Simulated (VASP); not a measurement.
# Ti (P6_3/mmc) in VASP: a series of runs

The runs below take Ti through single point, with LDA.

All numbers are computed with VASP 6.6.1; they aren't measurements. Logs are shortened: lines on timing, memory, paths and dates and some standing lists are left out, and cuts for length are marked.

## (1) The cell of the first run

Symmetry: P6_3/mmc, No. 194, hexagonal system. Conventional cell: a = 2.867 Å, b = 2.867 Å, c = 4.520 Å, α = 90.00°, β = 90.00°, γ = 120.00°. Ti (site symmetry -6m2) has 12 Ti at 2.80 to 2.87 Å within 3.7 Å.

## (2) Single point, LDA

INCAR

```
SYSTEM = Ti
PREC     = Accurate       ! precision mode
ENCUT    = 520            ! plane-wave cutoff, eV
EDIFF    = 1E-7           ! SCF threshold, eV
ISMEAR   = 0              ! smearing method
SIGMA    = 0.1            ! smearing width, eV
LREAL    = .FALSE.        ! projectors in reciprocal space
LASPH    = .TRUE.         ! aspherical terms in the spheres
NELM     = 100            ! most SCF steps
ALGO     = Normal         ! electronic algorithm
ISIF     = 2              ! what is computed and relaxed
LWAVE    = .FALSE.        ! write WAVECAR
LCHARG   = .TRUE.         ! write CHGCAR
GGA      = CA             ! functional
LELF     = .TRUE.         ! ELF
LVHAR    = .TRUE.       
NBANDS   = 19             ! bands
```

KPOINTS

```
Automatic mesh
0
G
  9 9 4
  0 0 0
```

POSCAR

```
Ti
1.0
    2.8670586993      0.0000000000      0.0000000000
   -1.4335293497      2.4829456677      0.0000000000
    0.0000000000      0.0000000000      4.5197979989
Ti
2
Direct
    0.3333333333      0.6666666667      0.2500000000
    0.6666666667      0.3333333333      0.7500000000
```

Potentials or basis: VASP PAW LDA potentials, release 64 (Ti_sv).

On the command line:

```
cat potpaw_LDA.64/Ti_sv/POTCAR > POTCAR
mpirun -np 1 vasp_std > vasp.out
```

OUTCAR:

```text
SYSTEM = Ti
   PREC = Accurate
   ENCUT = 520
   EDIFF = 1E-7
   ISMEAR = 0
   LREAL = .FALSE.
   LASPH = .TRUE.
   NELM = 100
   ISIF = 2
   GGA = CA

 ion  position               nearest neighbor table
   1  0.333  0.667  0.250-   2 2.80   2 2.80   2 2.80   2 2.80   2 2.80   2 2.80
   2  0.667  0.333  0.750-   1 2.80   1 2.80   1 2.80   1 2.80   1 2.80   1 2.80

  LATTYP: Found a hexagonal cell.
 ALAT       =     2.8670586993
 C/A-ratio  =     1.5764581311

  Lattice vectors:

 A1 = (   2.8670586993,   0.0000000000,   0.0000000000)
 A2 = (  -1.4335293497,   2.4829456677,   0.0000000000)
 A3 = (   0.0000000000,   0.0000000000,   4.5197979989)

Analysis of symmetry for initial positions (statically):
=====================================================================
 Subroutine PRICEL returns:
 Original cell was already a primitive cell.

 Routine SETGRP: Setting up the symmetry group for a
 hexagonal supercell.

 Subroutine GETGRP returns: Found 24 space group operations
 (whereof 12 operations were pure point group operations)
 out of a pool of 24 trial point group operations.

The static configuration has the point symmetry D_3d.
 The point group associated with its full space group is D_6h.

Analysis of symmetry for dynamics (positions and initial velocities):
=====================================================================
 Subroutine PRICEL returns:
 Original cell was already a primitive cell.

 Routine SETGRP: Setting up the symmetry group for a
 hexagonal supercell.

 Subroutine GETGRP returns: Found 24 space group operations
 (whereof 12 operations were pure point group operations)
 out of a pool of 24 trial point group operations.

The dynamic configuration has the point symmetry D_3d.
 The point group associated with its full space group is D_6h.

 Subroutine INISYM returns: Found 24 space group operations
 (whereof 12 operations are pure point group operations),
 and found     1 'primitive' translations

----------------------------------------------------------------------------------------

                                     Primitive cell

  volume of cell :      32.1753

  direct lattice vectors                    reciprocal lattice vectors
     2.867058699  0.000000000  0.000000000     0.348789510  0.201373718  0.000000000
    -1.433529350  2.482945668  0.000000000     0.000000000  0.402747435  0.000000000
     0.000000000  0.000000000  4.519797999     0.000000000  0.000000000  0.221248826

  length of vectors
     2.867058699  2.867058699  4.519797999     0.402747435  0.402747435  0.221248826

  position of ions in fractional coordinates (direct lattice)
     0.333333333  0.666666667  0.250000000
     0.666666667  0.333333333  0.750000000

  ion indices of the primitive-cell ions
   primitive index   ion index
                 1           1
                 2           2

----------------------------------------------------------------------------------------

 KPOINTS: Automatic mesh

Automatic generation of k-mesh.
 Grid dimensions read from file:
 generate k-points for:    9    9    4

 Generating k-lattice:

  Cartesian coordinates                     Fractional coordinates (reciprocal lattice)
     0.038754390  0.022374858  0.000000000     0.111111111  0.000000000  0.000000000
     0.000000000  0.044749715  0.000000000     0.000000000  0.111111111  0.000000000
     0.000000000  0.000000000  0.055312206     0.000000000  0.000000000  0.250000000

  Length of vectors
     0.044749715  0.044749715  0.055312206

  Shift w.r.t. Gamma in fractional coordinates (k-lattice)
     0.000000000  0.000000000  0.000000000

 Subroutine IBZKPT returns following result:
 ===========================================

 Found     36 irreducible k-points:

 Following reciprocal coordinates:
            Coordinates               Weight
  0.000000  0.000000  0.000000      1.000000
  0.111111  0.000000  0.000000      6.000000
  0.222222  0.000000  0.000000      6.000000
  0.333333  0.000000  0.000000      6.000000
  0.444444  0.000000  0.000000      6.000000
  0.111111  0.111111  0.000000      6.000000
[... 16 lines left out ...]
  0.333333  0.222222  0.250000     24.000000
  0.333333  0.333333  0.250000      4.000000
 [... further k-points ...]
   k-points           NKPTS =     36   k-points in BZ     NKDIM =     36   number of bands    NBANDS=     19
   number of dos      NEDOS =    301   number of ions     NIONS =      2
   total plane-waves  NPLWV =  20736
   dimension x,y,z NGX =    24 NGY =   24 NGZ =   36
   dimension x,y,z NGXF=    48 NGYF=   48 NGZF=   72
   ions per type =               2
   NGX,Y,Z   is equivalent  to a cutoff of  13.92, 13.92, 13.24 a.u.
   NGXF,Y,Z  is equivalent  to a cutoff of  27.83, 27.83, 26.48 a.u.
 SYSTEM =  Ti
   PREC   = accura    normal or accurate (medium, high low for compatibility)
   ISTART =      0    job   : 0-new  1-cont  2-samecut
   ICHARG =      2    charge: 1-file 2-atom 10-const
   ISPIN  =      1    spin polarized calculation?
   LNONCOLLINEAR =      F non collinear calculations
   LSORBIT =      F    spin-orbit coupling
   LASPH  =      T    aspherical Exc in radial PAW
   ENCUT  =  520.0 eV  38.22 Ry    6.18 a.u.   5.33  5.33  8.40*2*pi/ulx,y,z
   NELM   =    100;   NELMIN=  2; NELMDL= -5     # of ELM steps
   EDIFF  = 0.1E-06   stopping-criterion for ELM
   LREAL  =      F    real-space projection
   EDIFFG = 0.1E-05   stopping-criterion for IOM
   NSW    =      0    number of steps for IOM
   IBRION =     -1    ionic relax: 0-MD 1-quasi-New 2-CG
   NFREE  =      0    steps in history (QN), initial steepest desc. (CG)
   ISIF   =      2    stress and relaxation
   ISYM   =      2    0-nonsym 1-usesym 2-fastsym
   POTIM  = 0.5000    time-step for ionic-motion
   TEBEG  =    0.0;   TEEND  =   0.0 temperature during run
   PSTRESS=    0.0 pullay stress
   NELECT =      24.0000    total number of electrons
   NUPDOWN=      -1.0000    fix difference up-down
   EMIN   =  10.00;   EMAX   =-10.00  energy-range for DOS
   EFERMI =   0.00;   METHOD = LEGACY
   ISMEAR =     0;   SIGMA  =   0.10  broadening in eV -4-tet -1-fermi 0-gaus
   EFERMI_NEDOS =   21; number of points for ismear=-14 and -15
   IALGO  =     38    algorithm
   IMIX   =      4    mixing-type and parameters
     AMIX     =   0.40;   BMIX     =  1.00
     AMIX_MAG =   1.60;   BMIX_MAG =  1.00
  volume/ion in A,a.u.               =      16.09       108.56
  Fermi-wavevector in a.u.,A,eV,Ry     =   1.484696  2.805669 29.991638  2.204323
  Thomas-Fermi vector in A             =   2.598201
   LORBIT       =      0    0 simple, 1 ext, 2 COOP (PROOUT), +10 PAW based schemes
   GGA     = CA    functional components
   LHFCALC =     F    Hartree Fock is set to
   AEXX    =    0.0000 exact exchange contribution
   IVDW    =     0    specifies the selected vdW correction
   LEPSILON=     F    determine dielectric tensor
   LRPA    =     F    only Hartree local field effects (RPA)
 non-spin polarized calculation
 Gauss-broadening in eV      SIGMA  =   0.10
  energy-cutoff  :      520.00
  volume of cell :       32.18
 maximum number of plane-waves:       888
 NGX is ok and might be reduce to    24
   NGX = 11   NGY = 11   NGZ = 17

 number of electron      24.0000002 magnetization

 Free energy of the ion-electron system (eV)
  ---------------------------------------------------
  ext. energy  EPLUGINS =         0.00000000
  ---------------------------------------------------
  free energy    TOTEN  =       -17.11541373 eV

  energy without entropy =      -17.10680327  energy(sigma->0) =      -17.11110850

 E-fermi :   8.8918     XC(G=0): -12.1568

 val. band max:        8.8853794896   @ k =   0.2222   0.2222   0.5000
 cond. band min:       8.9654228498   @ k =   0.3333   0.3333   0.2500
 fundamental gap:      0.0800433602
 Fermi energy:         8.8918343571

 k-point     1 :       0.0000    0.0000    0.0000
  band No.  band energies     occupation
      1     -47.1315      2.00000
      2     -46.9318      2.00000
      3     -24.2092      2.00000
      4     -23.3775      2.00000
      5     -23.3775      2.00000
      6     -23.2674      2.00000
[... 11 lines left out ...]
     18      10.6096      0.00000
     19      12.3438      0.00000

 k-point     2 :       0.1111    0.0000    0.0000
  band No.  band energies     occupation
      1     -47.1145      2.00000
      2     -46.9254      2.00000
      3     -24.1738      2.00000
      4     -23.4490      2.00000
      5     -23.4013      2.00000
      6     -23.3179      2.00000
[... 11 lines left out ...]
     18      10.4994      0.00000
     19      12.4531      0.00000

 k-point     3 :       0.2222    0.0000    0.0000
  band No.  band energies     occupation
      1     -47.0696      2.00000
      2     -46.9107      2.00000
      3     -24.0764      2.00000
      4     -23.6321      2.00000
      5     -23.4981      2.00000
      6     -23.4586      2.00000
[... 11 lines left out ...]
     18      11.1469      0.00000
     19      12.6402      0.00000

 k-point     4 :       0.3333    0.0000    0.0000
  band No.  band energies     occupation
      1     -47.0135      2.00000
      2     -46.8985      2.00000
      3     -23.9430      2.00000
      4     -23.8422      2.00000
      5     -23.6921      2.00000
      6     -23.5202      2.00000
[... 11 lines left out ...]
     18      11.9960      0.00000
     19      12.7707      0.00000

 k-point     5 :       0.4444    0.0000    0.0000
  band No.  band energies     occupation
      1     -46.9699      2.00000
      2     -46.8972      2.00000
      3     -23.9795      2.00000
      4     -23.8242      2.00000
      5     -23.8140      2.00000
      6     -23.5590      2.00000
[... 11 lines left out ...]
     18      12.8286      0.00000
     19      13.2146      0.00000
[... 334 lines left out ...]
      2     -46.9074      2.00000
      3     -24.0563      2.00000
      4     -23.9292      2.00000
      5     -23.6704      2.00000
      6     -23.5381      2.00000
[... 11 lines left out ...]
     18      12.7765      0.00000
     19      13.6013      0.00000

 k-point    22 :       0.2222    0.2222    0.2500
  band No.  band energies     occupation
      1     -46.9726      2.00000
      2     -46.9093      2.00000
      3     -23.9691      2.00000
      4     -23.8689      2.00000
      5     -23.6192      2.00000
      6     -23.6156      2.00000
[... 11 lines left out ...]
     18      12.6202      0.00000
     19      13.2866      0.00000

 k-point    23 :       0.3333    0.2222    0.2500
  band No.  band energies     occupation
      1     -46.9396      2.00000
      2     -46.9077      2.00000
      3     -23.9767      2.00000
      4     -23.9001      2.00000
      5     -23.7318      2.00000
      6     -23.5783      2.00000
[... 11 lines left out ...]
     18      12.7470      0.00000
     19      14.4396      0.00000

 k-point    24 :       0.3333    0.3333    0.2500
  band No.  band energies     occupation
      1     -46.9177      2.00000
      2     -46.9177      2.00000
      3     -23.8914      2.00000
      4     -23.8914      2.00000
      5     -23.8389      2.00000
      6     -23.6195      2.00000
[... 11 lines left out ...]
     18      12.3410      0.00000
     19      16.0830      0.00000

 [... further k-points ...]
[... 5 lines left out ...]
  --------------------------------------------------------------------------------------
  -------------------------------------------------------------------------------------
  Total       -0.0132000     -0.0132000     -0.0156418      0.0000000      0.0000000      0.0000000
  in kB       -0.6572985     -0.6572985     -0.7788871      0.0000000      0.0000000      0.0000000
  external PRESSURE =      -0.6978280 kB  Pullay stress =       0.0000000 kB

 VOLUME and BASIS-vectors are now :
 -----------------------------------------------------------------------------
  energy-cutoff  :      520.00
  volume of cell :       32.18
      direct lattice vectors                 reciprocal lattice vectors
     2.867058699  0.000000000  0.000000000     0.348789510  0.201373718  0.000000000
    -1.433529350  2.482945668  0.000000000     0.000000000  0.402747435  0.000000000
     0.000000000  0.000000000  4.519797999     0.000000000  0.000000000  0.221248826

 POSITION                                       TOTAL-FORCE (eV/Angst)
 -----------------------------------------------------------------------------------
     -0.00000      1.65530      1.12995         0.000000      0.000000      0.000000
      1.43353      0.82765      3.38985        -0.000000      0.000000      0.000000
 -----------------------------------------------------------------------------------
    total drift:                                0.000000     -0.000000      0.000000

  FREE ENERGIE OF THE ION-ELECTRON SYSTEM (eV)
  ---------------------------------------------------
  free  energy   TOTEN  =       -17.1154137264 eV

  energy  without entropy=      -17.1068032660  energy(sigma->0) =      -17.11110850
```

Run time: 23 s. Hardware: 1 thread of AMD EPYC 9R45 (Zen 5), shared host; peak memory 0.11 GiB.

Results:

```
Free energy            : -17.1154 eV
Pressure               : -0.1 GPa
Band gap on the k mesh : zero (band 12 reaches 9.70 eV, above the bottom of band 13 at 8.78 eV)
```

(Continued in part 2 of 2.)
